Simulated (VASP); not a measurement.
# RbTe2P3 (P3m1) in VASP: notebook, part 2 of 2

VASP 6.6.1.

### Step 3. Single point, PBE

This run uses another cell than the first one, of 30.11 Å³/atom, 1.030 times its volume.

File INCAR:

```
SYSTEM = RbTe2P3
ALGO = Normal
EDIFF = 1E-6
ENCUT = 520
GGA = PE
ISIF = 2
ISMEAR = 0
LASPH = .True.
LCHARG = .True.
LELF = .True.
LREAL = .False.
LVHAR = .True.
LWAVE = .False.
NBANDS = 27
NELM = 60
PREC = Accurate
SIGMA = 0.1
```

File KPOINTS:

```
k-points
0
Gamma
  6 6 2
  0 0 0
```

File POSCAR:

```
RbTe2P3
1.0
    4.4490839617      0.0000000000      0.0000000000
   -2.2245419809      3.8530197344      0.0000000000
    0.0000000000      0.0000000000     10.5384289372
Rb Te P
1 2 3
Direct
    0.0000000000      0.0000000000      0.4098840122
    0.3333333333      0.6666666667      0.1697439976
    0.3333333333      0.6666666667      0.6865235995
    0.6666666667      0.3333333333      0.7491121167
    0.6666666667      0.3333333333      0.9546831169
    0.0000000000      0.0000000000      0.0300531471
```

Potentials or basis: VASP PAW PBE potentials, release 64 (Rb_sv, Te, P).

On the command line:

```
cat potpaw_PBE.64/Rb_sv/POTCAR potpaw_PBE.64/Te/POTCAR potpaw_PBE.64/P/POTCAR > POTCAR
mpirun -np 1 vasp_std > vasp.out
```

OUTCAR:

```text
SYSTEM = RbTe2P3
   EDIFF = 1E-6
   ENCUT = 520
   GGA = PE
   ISIF = 2
   ISMEAR = 0
   LASPH = .True.
   LREAL = .False.
   NELM = 60
   PREC = Accurate

 ion  position               nearest neighbor table
   1  0.000  0.000  0.410-   2 3.61   2 3.61   2 3.61   3 3.89   3 3.89   3 3.89   6 4.00
   2  0.333  0.667  0.170-   6 2.96   6 2.96   6 2.96   1 3.61   1 3.61   1 3.61
   3  0.333  0.667  0.687-   4 2.65   4 2.65   4 2.65   1 3.89   1 3.89   1 3.89
   4  0.667  0.333  0.749-   5 2.17   3 2.65   3 2.65   3 2.65
   5  0.667  0.333  0.955-   4 2.17   6 2.69   6 2.69   6 2.69
   6  0.000  0.000  0.030-   5 2.69   5 2.69   5 2.69   2 2.96   2 2.96   2 2.96   1 4.00

  LATTYP: Found a hexagonal cell.
 ALAT       =     4.4490839617
 C/A-ratio  =     2.3686738726

  Lattice vectors:

 A1 = (   4.4490839617,   0.0000000000,   0.0000000000)
 A2 = (  -2.2245419809,   3.8530197344,   0.0000000000)
 A3 = (   0.0000000000,   0.0000000000,  10.5384289372)

Analysis of symmetry for initial positions (statically):
=====================================================================
 Subroutine PRICEL returns:
 Original cell was already a primitive cell.

 Routine SETGRP: Setting up the symmetry group for a
 hexagonal supercell.

[... 169 lines left out ...]
 Fermi energy:         4.4269443181

 k-point     1 :       0.0000    0.0000    0.0000
  band No.  band energies     occupation
      1     -23.4754      2.00000
      2      -9.6858      2.00000
      3      -8.4094      2.00000
      4      -7.5156      2.00000
      5      -7.5156      2.00000
      6      -7.4605      2.00000
[... 409 lines left out ...]
     26       8.7582      0.00000
     27       8.7807      0.00000

------------------------ aborting loop because EDIFF is reached ----------------------------------------

  FORCE on cell =-STRESS in cart. coord.  units (eV):
  Direction    XX          YY          ZZ          XY          YZ          ZX
  --------------------------------------------------------------------------------------
  -------------------------------------------------------------------------------------
  Total       -0.0154325     -0.0154325     -0.0765562      0.0000000      0.0000000      0.0000000
  in kB       -0.1368667     -0.1368667     -0.6789588      0.0000000      0.0000000      0.0000000
  external PRESSURE =      -0.3175641 kB  Pullay stress =       0.0000000 kB

 VOLUME and BASIS-vectors are now :
 -----------------------------------------------------------------------------
  energy-cutoff  :      520.00
  volume of cell :      180.65
      direct lattice vectors                 reciprocal lattice vectors
     4.449083962  0.000000000  0.000000000     0.224765369  0.129768347  0.000000000
    -2.224541981  3.853019734  0.000000000     0.000000000  0.259536693  0.000000000
     0.000000000  0.000000000 10.538428937     0.000000000  0.000000000  0.094890804

 POSITION                                       TOTAL-FORCE (eV/Angst)
 -----------------------------------------------------------------------------------
      0.00000      0.00000      4.31953         0.000000      0.000000     -0.003410
     -0.00000      2.56868      1.78884         0.000000     -0.000000     -0.006899
     -0.00000      2.56868      7.23488         0.000000      0.000000      0.008268
      2.22454      1.28434      7.89446         0.000000      0.000000      0.030133
      2.22454      1.28434     10.06086        -0.000000      0.000000     -0.038034
      0.00000      0.00000      0.31671         0.000000      0.000000      0.009943
 -----------------------------------------------------------------------------------
    total drift:                               -0.000000     -0.000000      0.000088

  FREE ENERGIE OF THE ION-ELECTRON SYSTEM (eV)
  ---------------------------------------------------
  free  energy   TOTEN  =       -22.7489530559 eV

  energy  without entropy=      -22.7428466035  energy(sigma->0) =      -22.74589983
```

OSZICAR:

```text
N       E                     dE             d eps       ncg     rms          rms(c)
DAV:   1     0.164003364572E+03    0.16400E+03   -0.14193E+04   756   0.110E+03
DAV:   2    -0.996201798927E+01   -0.17397E+03   -0.16779E+03  1009   0.189E+02
DAV:   3    -0.227981791515E+02   -0.12836E+02   -0.12739E+02  1040   0.509E+01
DAV:   4    -0.231132431321E+02   -0.31506E+00   -0.31443E+00  1112   0.794E+00
DAV:   5    -0.231201696007E+02   -0.69265E-02   -0.69258E-02   988   0.103E+00    0.121E+01
DAV:   6    -0.228039020770E+02    0.31627E+00   -0.45283E-01   933   0.343E+00    0.713E+00
DAV:   7    -0.227468843868E+02    0.57018E-01   -0.45594E-01   962   0.304E+00    0.152E+00
DAV:   8    -0.227483693078E+02   -0.14849E-02   -0.84050E-02   941   0.133E+00    0.108E+00
DAV:   9    -0.227482885508E+02    0.80757E-04   -0.79357E-03   946   0.367E-01    0.580E-01
DAV:  10    -0.227484683436E+02   -0.17979E-03   -0.27187E-03   816   0.236E-01    0.177E-01
DAV:  11    -0.227488243615E+02   -0.35602E-03   -0.88938E-04   846   0.128E-01    0.114E-01
DAV:  12    -0.227488716835E+02   -0.47322E-04   -0.75699E-05   906   0.437E-02    0.601E-02
DAV:  13    -0.227489441660E+02   -0.72483E-04   -0.87122E-05   798   0.438E-02    0.181E-02
DAV:  14    -0.227489524618E+02   -0.82957E-05   -0.12809E-05   911   0.154E-02    0.117E-02
DAV:  15    -0.227489530559E+02   -0.59410E-06   -0.78704E-07   722   0.444E-03
   1 F= -.22748953E+02 E0= -.22745900E+02  d E =-.610645E-02
```

stdout:

```text
POSCAR found type information on POSCAR RbTeP
 POSCAR found :  3 types and       6 ions
 scaLAPACK will be used
 LDA part: xc-table for (Slater+PW92), standard interpolation
 POSCAR, INCAR and KPOINTS ok, starting setup
 FFT: planning ... GRIDC
 FFT: planning ... GRID_SOFT
 FFT: planning ... GRID
 WAVECAR not read
 entering main loop
```

Wall time 37 s (1 thread of Intel Xeon 6975P-C (Granite Rapids), shared host); peak memory 0.32 GiB.

Results:

| Quantity | Value |
| --- | --- |
| Free energy | -22.7490 eV |
| Pressure | 0.0 GPa |
| Largest force | 0.038 eV/Å |
| Band gap on the k mesh | zero (band 18 reaches 5.19 eV, above the bottom of band 19 at 3.66 eV) |

Forces on the atoms (eV/Å):
```
Rb   0.000  0.000 -0.003
Te   0.000  0.000 -0.007
Te   0.000  0.000  0.008
P    0.000  0.000  0.030
P    0.000  0.000 -0.038
P    0.000  0.000  0.010
```

Caveat: spin-orbit coupling is left out, which moves the levels of the heavy elements.

### Step 4. Relaxation of cell and atoms, PBE

File INCAR:

```
ALGO = Normal
EDIFF = 1E-6
EDIFFG = -0.04
ENCUT = 600
GGA = PE
IBRION = 2
ISIF = 3
ISMEAR = 0
LASPH = True
LCHARG = False
LREAL = False
LWAVE = False
NELM = 80
NSW = 90
PREC = Accurate
SIGMA = 0.1
```

File KPOINTS:

```
k-points
0
Gamma
  6 6 2
```

File POSCAR:

```
RbTe2P3
1.0
    5.0416297200      0.0000000000      0.0000000000
   -2.5208148600      4.3661794200      0.0000000000
    0.0000000000      0.0000000000      7.9641944100
Rb Te P
1 2 3
Direct
    0.0000000000      0.0000000000      0.4545550000
    0.3333333300      0.6666666700      0.2770279900
    0.3333333300      0.6666666700      0.7371630100
    0.6666666700      0.3333333300      0.5164589900
    0.6666666700      0.3333333300      0.9477250000
    0.0000000000      0.0000000000      0.0670700000
```

On the command line:

```
cat potpaw_PBE.64/Rb_sv/POTCAR potpaw_PBE.64/Te/POTCAR potpaw_PBE.64/P/POTCAR > POTCAR
mpirun -np 1 vasp_std > vasp.out
```

Run time: 14 min. Hardware: 1 thread of Intel Xeon 6975P-C (Granite Rapids), shared host; peak memory 0.37 GiB.

It converged, with:

```yaml
Free_energy: -22.2115 eV
Relaxed_volume: 28.28 Å³/atom
Relaxed_cell: a = 4.570 Å, b = 4.570 Å, c = 9.383 Å, α = 90.00°, β = 90.00°, γ = 120.00°
Space_group_after_relaxing_to_0.05_Å: P3m1 (No. 156)
Energy_gained_by_relaxing: 763.1 meV/atom
Ionic_steps: 33
Pressure_after_relaxing: -0.1 GPa
Largest_force_after_relaxing: 0.030 eV/Å
Band_gap_on_the_k_mesh: zero (band 18 reaches 5.22 eV, above the bottom of band 19 at 4.57 eV)
```

Forces on the atoms (eV/Å):
```
Rb   0.000  0.000 -0.029
Te   0.000  0.000  0.000
Te   0.000  0.000 -0.012
P    0.000  0.000  0.001
P    0.000  0.000  0.030
P    0.000  0.000  0.009
```

The path:
| step | energy change (eV) | largest force (eV/Å) | pressure (GPa) | volume (Å³) |
| --- | --- | --- | --- | --- |
| 1 | 0.0000 | 1.3346 | -3.83 | 175.31 |
| 2 | -0.5478 | 1.6740 | -1.18 | 158.13 |
| 3 | -0.7027 | 1.7736 | 2.15 | 145.91 |
| 4 | -1.0648 | 1.5168 | 1.97 | 145.76 |
| 5 | -1.7110 | 2.6627 | 3.57 | 145.07 |
| 6 | -0.8566 | 5.0726 | 15.42 | 142.51 |
| 7 | -1.9035 | 2.9359 | 5.23 | 144.66 |
| 8 | -2.1616 | 2.9555 | 4.35 | 147.62 |
| 9 | -2.7989 | 2.6533 | 2.24 | 156.71 |
| 10 | -3.3078 | 2.4177 | 0.83 | 175.85 |
| 11 | -3.6300 | 1.9508 | -0.11 | 179.33 |
| 12 | -4.0813 | 1.0127 | -1.24 | 187.54 |
| 13 | -3.3439 | 5.8731 | 0.45 | 204.17 |
| 14 | -4.1391 | 0.7228 | -1.21 | 190.33 |
| 15 | -4.2466 | 0.6372 | -0.73 | 185.49 |
| 16 | -4.3004 | 0.5767 | 0.09 | 179.65 |
| 17 | -4.3008 | 0.5729 | 0.21 | 178.96 |
| 18 | -4.3538 | 0.4629 | 0.05 | 177.95 |
| 19 | -4.4612 | 0.4021 | -0.26 | 174.88 |
| 20 | -4.4356 | 0.6127 | -0.17 | 168.51 |
| 21 | -4.4907 | 0.4014 | -0.31 | 172.34 |
| 22 | -4.5284 | 0.3259 | 0.30 | 168.64 |
| 23 | -4.5381 | 0.4179 | 0.93 | 165.35 |
| 24 | -4.5549 | 0.2143 | 0.63 | 165.62 |
| 25 | -4.5641 | 0.1240 | 0.22 | 166.07 |
| 26 | -4.5641 | 0.1289 | 0.25 | 166.03 |
| 27 | -4.5679 | 0.1212 | 0.16 | 166.66 |
| 28 | -4.5744 | 0.1083 | -0.11 | 168.55 |
| 29 | -4.5750 | 0.1183 | -0.21 | 169.27 |
| 30 | -4.5773 | 0.0557 | 0.05 | 168.83 |
| 31 | -4.5773 | 0.0525 | 0.07 | 168.79 |
| 32 | -4.5780 | 0.0452 | 0.03 | 169.04 |
| 33 | -4.5788 | 0.0305 | -0.07 | 169.71 |

Final structure:
```yaml
crystal:
  lattice:
    - [4.56989, 0.00000, 0.00000]
    - [-2.28494, 3.95764, 0.00000]
    - [0.00000, 0.00000, 9.38343]
  atoms:
    - { symbol: Rb, position: [0.00000, 0.00000, 0.43833] }
    - { symbol: Te, position: [0.33333, 0.66667, 0.16185] }
    - { symbol: Te, position: [0.33333, 0.66667, 0.75374] }
    - { symbol: P, position: [0.66667, 0.33333, 0.69618] }
    - { symbol: P, position: [0.66667, 0.33333, 0.93477] }
    - { symbol: P, position: [0.00000, 0.00000, 0.01513] }
```

Levels at points of the mesh, in eV from the Fermi level:
```
           k point  band 15  band 16  band 17  band 18  band 19  band 20  band 21  band 22
(0.00, 0.00, 0.00)    -1.95    -1.76    -1.76    -1.48    -0.13    -0.13     0.21     1.61
(0.50, 0.00, 0.00)    -2.32    -1.43    -0.56     0.26     0.80     2.00     2.33     2.33
(0.00, 0.00, 0.50)    -1.79    -1.79    -1.71    -1.36    -0.08    -0.08     0.00     1.51
(0.50, 0.00, 0.50)    -2.22    -1.77    -0.64     0.33     0.95     2.37     2.42     2.44
```

Caveat: the k points lie up to 0.33 Å⁻¹ apart in the final cell; spin-orbit coupling is left out, which moves the levels of the heavy elements.

### Step 5. Single point, PBE

This run uses another cell than the first one, of 30.17 Å³/atom, 1.033 times its volume.

File INCAR:

```
SYSTEM = RbTe2P3
ALGO = Normal
EDIFF = 1E-6
ENCUT = 520
GGA = PE
ISIF = 2
ISMEAR = 0
LASPH = .TRUE.
LCHARG = .FALSE.
LREAL = .FALSE.
LWAVE = .FALSE.
NBANDS = 27
NELM = 60
PREC = Accurate
SIGMA = 0.1
```

File KPOINTS:

```
k-points
0
G
  12 12 4
  0 0 0
```

File POSCAR:

```
RbTe2P3
1.0
    4.4528920040      0.0000000000      0.0000000000
   -2.2264460020      3.8563175957      0.0000000000
    0.0000000000      0.0000000000     10.5419603171
Rb Te P
1 2 3
Direct
    0.0000000000      0.0000000000      0.4090765096
    0.3333333333      0.6666666667      0.1688463581
    0.3333333333      0.6666666667      0.6854153651
    0.6666666667      0.3333333333      0.7503016203
    0.6666666667      0.3333333333      0.9553120105
    0.0000000000      0.0000000000      0.0310481264
```

On the command line:

```
cat potpaw_PBE.64/Rb_sv/POTCAR potpaw_PBE.64/Te/POTCAR potpaw_PBE.64/P/POTCAR > POTCAR
mpirun -np 1 vasp_std > vasp.out
```

It took 2.8 min on 1 thread of Intel Xeon 6975P-C (Granite Rapids), shared host; peak memory 0.51 GiB.

Results (log left out):

| Property | Result |
| --- | --- |
| Free energy | -22.7152 eV |
| Pressure | 0.0 GPa |
| Largest force | 0.042 eV/Å |
| Band gap on the k mesh | zero (band 18 reaches 5.16 eV, above the bottom of band 19 at 3.62 eV) |

Forces on the atoms (eV/Å):
```
Rb   0.000  0.000 -0.001
Te   0.000  0.000 -0.006
Te   0.000  0.000  0.008
P    0.000  0.000  0.041
P    0.000  0.000 -0.042
P    0.000  0.000  0.000
```

Stress tensor (GPa, compression positive):
```
-0.01  0.00  0.00
 0.00 -0.01  0.00
 0.00  0.00 -0.09
```

Levels at points of the mesh, in eV from the Fermi level:
```
           k point  band 16  band 17  band 18  band 19  band 20  band 21
(0.00, 0.00, 0.00)    -1.72    -1.72    -1.42    -0.59     0.01     0.01
(0.50, 0.00, 0.00)    -1.74    -0.79    -0.75     1.00     1.33     1.73
(0.00, 0.00, 0.50)    -1.72    -1.72    -1.72    -0.82     0.01     0.01
(0.50, 0.00, 0.50)    -1.65    -0.83    -0.72     1.17     1.70     1.85
```

Caveat: spin-orbit coupling is left out, which moves the levels of the heavy elements.

### Step 6. Overview

| task | cell | k mesh | cutoff (eV) | gap on the mesh (eV) | pressure (GPa) | largest force (eV/Å) |
| --- | --- | --- | --- | --- | --- | --- |
| single point | a = 5.042, b = 5.042, c = 7.964 Å, angles 90.0, 90.0, 120.0°, 6 atoms | 6 × 6 × 2 | 520 | none | -3.8 | 1.33 |
| single point | a = 4.449, b = 4.449, c = 10.538 Å, angles 90.0, 90.0, 120.0°, 6 atoms | 6 × 6 × 2 | 520 | none | 0.0 | 0.04 |
| relaxation of cell and atoms | relaxed from a = 5.042, b = 5.042, c = 7.964 Å, angles 90.0, 90.0, 120.0°, 6 atoms | 6 × 6 × 2 | 600 | none | -0.1 | 0.03 |
| single point | a = 4.453, b = 4.453, c = 10.542 Å, angles 90.0, 90.0, 120.0°, 6 atoms | 12 × 12 × 4 | 520 | none | 0.0 | 0.04 |

Alike in all rows: level PBE; potentials or basis VASP PAW PBE potentials, release 64 (Rb_sv, Te, P); no spin polarisation; smearing gaussian 0.1 eV.

Caveats: some runs use coarse meshes; spin-orbit coupling is left out, which moves the levels of the heavy elements; forces of over 1 eV/Å act on the atoms, so gaps and moduli don't describe the material at rest (some runs).

Total energies depend on the potentials used, so only differences within one code and one set of settings carry meaning.
